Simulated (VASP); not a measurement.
# GaGe3 (Fm-3m) in VASP: further runs, part 2 of 2

VASP 6.6.1. Earlier steps stand in the parts before.

### 4 Relaxation of cell and atoms, PBEsol, target pressure 10 GPa, at which the enthalpy is minimised

File INCAR:

```
PREC     = Accurate       # precision mode
ENCUT    = 600            # plane-wave cutoff, eV
EDIFF    = 1E-6           # SCF threshold, eV
ISMEAR   = -1             # smearing method
SIGMA    = 0.05           # smearing width, eV
LREAL    = F              # projectors in reciprocal space
LASPH    = T              # aspherical terms in the spheres
NELM     = 100            # most SCF steps
ALGO     = Normal         # electronic algorithm
ISIF     = 3              # what is computed and relaxed
LWAVE    = F              # write WAVECAR
LCHARG   = F              # write CHGCAR
GGA      = PS             # functional
IBRION   = 2              # ionic algorithm
NSW      = 60             # ionic steps
EDIFFG   = -0.01          # ionic threshold
PSTRESS  = 100.0
```

File KPOINTS:

```
Automatic mesh
0
Gamma
  7 7 7
```

File POSCAR:

```
GaGe3
1.0
    0.0000000000      3.3871670000      3.3871670000
    3.3871670000      0.0000000000      3.3871670000
    3.3871670000      3.3871670000      0.0000000000
Ge Ga
3 1
Direct
    0.5000000000      0.5000000000      0.5000000000
    0.7500000000      0.7500000000      0.7500000000
    0.2500000000      0.2500000000      0.2500000000
    0.0000000000      0.0000000000      0.0000000000
```

Potentials or basis: VASP PAW PBE potentials, release 64 (Ge_d, Ga_d).

Command:

```bash
cat potpaw_PBE.64/Ge_d/POTCAR potpaw_PBE.64/Ga_d/POTCAR > POTCAR
mpirun -np 1 vasp_std > vasp.out
```

OUTCAR:

```text
PREC = Accurate
   ENCUT = 600
   EDIFF = 1E-6
   ISMEAR = -1
   LREAL = F
   LASPH = T
   NELM = 100
   ISIF = 3
   GGA = PS
   IBRION = 2
   NSW = 60
   EDIFFG = -0.01
   PSTRESS = 100.0

 ion  position               nearest neighbor table
   1  0.500  0.500  0.500-
   2  0.750  0.750  0.750-
   3  0.250  0.250  0.250-
   4  0.000  0.000  0.000-

  LATTYP: Found a face centered cubic cell.
 ALAT       =     6.7743340000

  Lattice vectors:

 A1 = (   0.0000000000,   3.3871670000,   3.3871670000)
 A2 = (   3.3871670000,   0.0000000000,   3.3871670000)
 A3 = (   3.3871670000,   3.3871670000,   0.0000000000)

Analysis of symmetry for initial positions (statically):
=====================================================================
 Subroutine PRICEL returns:
 Original cell was already a primitive cell.

 Routine SETGRP: Setting up the symmetry group for a
 face centered cubic supercell.

 Subroutine GETGRP returns: Found 48 space group operations
 (whereof 48 operations were pure point group operations)
 out of a pool of 48 trial point group operations.

The static configuration has the point symmetry O_h .

Analysis of symmetry for dynamics (positions and initial velocities):
=====================================================================
 Subroutine PRICEL returns:
 Original cell was already a primitive cell.

 Routine SETGRP: Setting up the symmetry group for a
 face centered cubic supercell.

 Subroutine GETGRP returns: Found 48 space group operations
 (whereof 48 operations were pure point group operations)
 out of a pool of 48 trial point group operations.

The dynamic configuration has the point symmetry O_h .

 Subroutine INISYM returns: Found 48 space group operations
 (whereof 48 operations are pure point group operations),
 and found     1 'primitive' translations

----------------------------------------------------------------------------------------

                                     Primitive cell

  volume of cell :      77.7213

  direct lattice vectors                    reciprocal lattice vectors
     0.000000000  3.387167000  3.387167000    -0.147615987  0.147615987  0.147615987
     3.387167000  0.000000000  3.387167000     0.147615987 -0.147615987  0.147615987
     3.387167000  3.387167000  0.000000000     0.147615987  0.147615987 -0.147615987

  length of vectors
     4.790177509  4.790177509  4.790177509     0.255678390  0.255678390  0.255678390

  position of ions in fractional coordinates (direct lattice)
     0.500000000  0.500000000  0.500000000
     0.750000000  0.750000000  0.750000000
     0.250000000  0.250000000  0.250000000
     0.000000000  0.000000000  0.000000000

  ion indices of the primitive-cell ions
   primitive index   ion index
                 1           1
                 2           2
                 3           3
                 4           4

----------------------------------------------------------------------------------------

 KPOINTS: Automatic mesh

Automatic generation of k-mesh.
 Grid dimensions read from file:
 generate k-points for:    7    7    7

 Generating k-lattice:

  Cartesian coordinates                     Fractional coordinates (reciprocal lattice)
    -0.021087998  0.021087998  0.021087998     0.142857143  0.000000000  0.000000000
     0.021087998 -0.021087998  0.021087998     0.000000000  0.142857143  0.000000000
     0.021087998  0.021087998 -0.021087998     0.000000000  0.000000000  0.142857143

  Length of vectors
     0.036525484  0.036525484  0.036525484

  Shift w.r.t. Gamma in fractional coordinates (k-lattice)
     0.000000000  0.000000000  0.000000000

 Subroutine IBZKPT returns following result:
 ===========================================

 Found     20 irreducible k-points:

 Following reciprocal coordinates:
            Coordinates               Weight
  0.000000  0.000000  0.000000      1.000000
  0.142857  0.000000  0.000000      8.000000
  0.285714  0.000000  0.000000      8.000000
  0.428571  0.000000  0.000000      8.000000
  0.142857  0.142857  0.000000      6.000000
  0.285714  0.142857  0.000000     24.000000
[... 12 lines left out ...]
 -0.428571  0.428571  0.142857     24.000000
 -0.285714  0.428571  0.142857     24.000000
   k-points           NKPTS =     20   k-points in BZ     NKDIM =     20   number of bands    NBANDS=     33
   number of dos      NEDOS =    301   number of ions     NIONS =      4
   total plane-waves  NPLWV =  64000
   dimension x,y,z NGX =    40 NGY =   40 NGZ =   40
   dimension x,y,z NGXF=    80 NGYF=   80 NGZF=   80
   ions per type =               3   1
   NGX,Y,Z   is equivalent  to a cutoff of  13.88, 13.88, 13.88 a.u.
   NGXF,Y,Z  is equivalent  to a cutoff of  27.76, 27.76, 27.76 a.u.
 SYSTEM =  unknown system
   PREC   = accura    normal or accurate (medium, high low for compatibility)
   ISTART =      0    job   : 0-new  1-cont  2-samecut
   ICHARG =      2    charge: 1-file 2-atom 10-const
   ISPIN  =      1    spin polarized calculation?
   LNONCOLLINEAR =      F non collinear calculations
   LSORBIT =      F    spin-orbit coupling
   LASPH  =      T    aspherical Exc in radial PAW
   ENCUT  =  600.0 eV  44.10 Ry    6.64 a.u.   9.57  9.57  9.57*2*pi/ulx,y,z
   NELM   =    100;   NELMIN=  2; NELMDL= -5     # of ELM steps
   EDIFF  = 0.1E-05   stopping-criterion for ELM
   LREAL  =      F    real-space projection
   EDIFFG = -.1E-01   stopping-criterion for IOM
   NSW    =     60    number of steps for IOM
   IBRION =      2    ionic relax: 0-MD 1-quasi-New 2-CG
   NFREE  =      1    steps in history (QN), initial steepest desc. (CG)
   ISIF   =      3    stress and relaxation
   ISYM   =      2    0-nonsym 1-usesym 2-fastsym
   POTIM  = 0.5000    time-step for ionic-motion
   TEBEG  =    0.0;   TEEND  =   0.0 temperature during run
   PSTRESS=  100.0 pullay stress
   NELECT =      55.0000    total number of electrons
   NUPDOWN=      -1.0000    fix difference up-down
   EMIN   =  10.00;   EMAX   =-10.00  energy-range for DOS
   EFERMI =   0.00;   METHOD = LEGACY
   ISMEAR =    -1;   SIGMA  =   0.05  broadening in eV -4-tet -1-fermi 0-gaus
   EFERMI_NEDOS =   21; number of points for ismear=-14 and -15
   IALGO  =     38    algorithm
   IMIX   =      4    mixing-type and parameters
     AMIX     =   0.40;   BMIX     =  1.00
     AMIX_MAG =   1.60;   BMIX_MAG =  1.00
  volume/ion in A,a.u.               =      19.43       131.12
  Fermi-wavevector in a.u.,A,eV,Ry     =   1.458867  2.756859 28.957195  2.128294
  Thomas-Fermi vector in A             =   2.575501
   LORBIT       =      0    0 simple, 1 ext, 2 COOP (PROOUT), +10 PAW based schemes
   GGA     = PS    functional components
   LHFCALC =     F    Hartree Fock is set to
   AEXX    =    0.0000 exact exchange contribution
   IVDW    =     0    specifies the selected vdW correction
   LEPSILON=     F    determine dielectric tensor
   LRPA    =     F    only Hartree local field effects (RPA)
 conjugate gradient relaxation of ions
 non-spin polarized calculation
  energy-cutoff  :      600.00
  volume of cell :       77.72
 maximum number of plane-waves:      2637
 NGX is ok and might be reduce to    40
   NGX = 19   NGY = 19   NGZ = 19

--------------------------------------- Ionic step        1  -------------------------------------------

 number of electron      55.0000036 magnetization

 Free energy of the ion-electron system (eV)
  ---------------------------------------------------
  ext. energy  EPLUGINS =         0.00000000
  ---------------------------------------------------
  free energy    TOTEN  =       -17.33199589 eV

  energy without entropy =      -17.32254262  energy(sigma->0) =      -17.32726925

------------------------ aborting loop because EDIFF is reached ----------------------------------------

  FORCE on cell =-STRESS in cart. coord.  units (eV):
  Direction    XX          YY          ZZ          XY          YZ          ZX
  --------------------------------------------------------------------------------------
  -------------------------------------------------------------------------------------
  Total       -1.9456803     -1.9456803     -1.9456803      0.0000000     -0.0000000     -0.0000000
  in kB      -40.1090375    -40.1090375    -40.1090375      0.0000000     -0.0000000     -0.0000000
  external PRESSURE =    -140.1090375 kB  Pullay stress =     100.0000000 kB
[... 265 lines left out ...]
  enthalpy is  TOTEN    =       -13.0734345599 eV   P V=        4.1116148976

--------------------------------------- Ionic step        8  -------------------------------------------

 number of electron      55.0000006 magnetization

 Free energy of the ion-electron system (eV)
  ---------------------------------------------------
  ext. energy  EPLUGINS =         0.00000000
  ---------------------------------------------------
  free energy    TOTEN  =       -17.18059406 eV

  energy without entropy =      -17.16774611  energy(sigma->0) =      -17.17417009

 E-fermi :   7.6713     XC(G=0): -12.0737

 val. band max:        7.5819940104   @ k =  -0.4286   0.1429   0.0000
 cond. band min:       7.7245973151   @ k =   0.1429   0.0000   0.0000
 fundamental gap:      0.1426033047
 Fermi energy:         7.6713253098

 k-point     1 :       0.0000    0.0000    0.0000
  band No.  band energies     occupation
      1     -16.8786      2.00000
      2     -16.8786      2.00000
      3     -16.8640      2.00000
      4     -16.8640      2.00000
      5     -16.8640      2.00000
      6     -16.8307      2.00000
[... 740 lines left out ...]
  FREE ENERGIE OF THE ION-ELECTRON SYSTEM (eV)
  ---------------------------------------------------
  free  energy   TOTEN  =       -17.1805940636 eV

  energy  without entropy=      -17.1677461080  energy(sigma->0) =      -17.17417009

  enthalpy is  TOTEN    =       -13.0734798112 eV   P V=        4.1071142524

 reached required accuracy - stopping structural energy minimisation
```

Wall time 5.7 min (1 thread of Intel Xeon Platinum 8375C at 2.90GHz (Ice Lake), shared host); peak memory 0.28 GiB.

What came out:

- Free energy: -17.1806 eV
- Relaxed volume: 16.45 Å³/atom
- Relaxed cell: a = 4.532 Å, b = 4.532 Å, c = 4.532 Å, α = 60.00°, β = 60.00°, γ = 60.00°
- Space group after relaxing (to 0.1 Å): Fm-3m (No. 225)
- Energy change on relaxing (the run minimises the enthalpy): +37.9 meV/atom
- Ionic steps: 8
- Pressure after relaxing: 10.0 GPa
- Band gap on the k mesh: zero (an odd number of electrons rules out a gap without spin polarisation)

Step by step:
```
step  energy change (eV)  largest force (eV/Å)  pressure (GPa)  volume (Å³)
   1              0.0000                0.0000           -4.01        77.72
   2              0.7091                0.0000           22.36        60.13
   3              0.1466                0.0000            9.88        65.88
   4              0.1606                0.0000           10.12        65.66
   5              0.1538                0.0000           10.19        65.76
   6              0.1343                0.0000            9.64        66.09
   7              0.1469                0.0000            9.65        65.88
   8              0.1514                0.0000           10.00        65.80
```

Final structure:
```
Ge Ga
1.0
     0.00000    3.20434    3.20434
     3.20434    0.00000    3.20434
     3.20434    3.20434    0.00000
Ge Ga
3 1
Direct
  0.50000 0.50000 0.50000
  0.75000 0.75000 0.75000
  0.25000 0.25000 0.25000
  0.00000 0.00000 0.00000
```

Levels at points of the mesh, in eV from the Fermi level:
| k point | band 25 | band 26 | band 27 | band 28 | band 29 | band 30 | band 31 | band 32 |
| --- | --- | --- | --- | --- | --- | --- | --- | --- |
| (0.00, 0.00, 0.00) | -1.85 | -1.85 | -1.58 | -1.58 | -1.58 | 0.13 | 0.28 | 0.28 |

Caveat: the cell is relaxed towards a set pressure, so the run minimises the enthalpy, not the energy; the volume moved by over 15 % at a fixed basis, so the end points are rough; the PAW data sets were made with another functional, which shifts forces and pressure a little.

### 5 Overview

```csv
cell,gap on the mesh (eV),pressure (GPa)
relaxed to 2 GPa,none,2.0
relaxed to 5 GPa,none,5.0
relaxed to 10 GPa,none,10.0
```

Alike in all rows: task relaxation of cell and atoms; level PBEsol; potentials or basis VASP PAW PBE potentials, release 64 (Ge_d, Ga_d); no spin polarisation; k mesh 7 × 7 × 7; cutoff (eV) 600; smearing fermi-dirac 0.05 eV.

Caveats: the cell is relaxed towards a set pressure, so the run minimises the enthalpy, not the energy; the PAW data sets were made with another functional, which shifts forces and pressure a little; the volume moved by over 15 % at a fixed basis, so the end points are rough (at least some runs).

Total energies depend on the potentials used, so only differences within one code and one set of settings carry meaning.
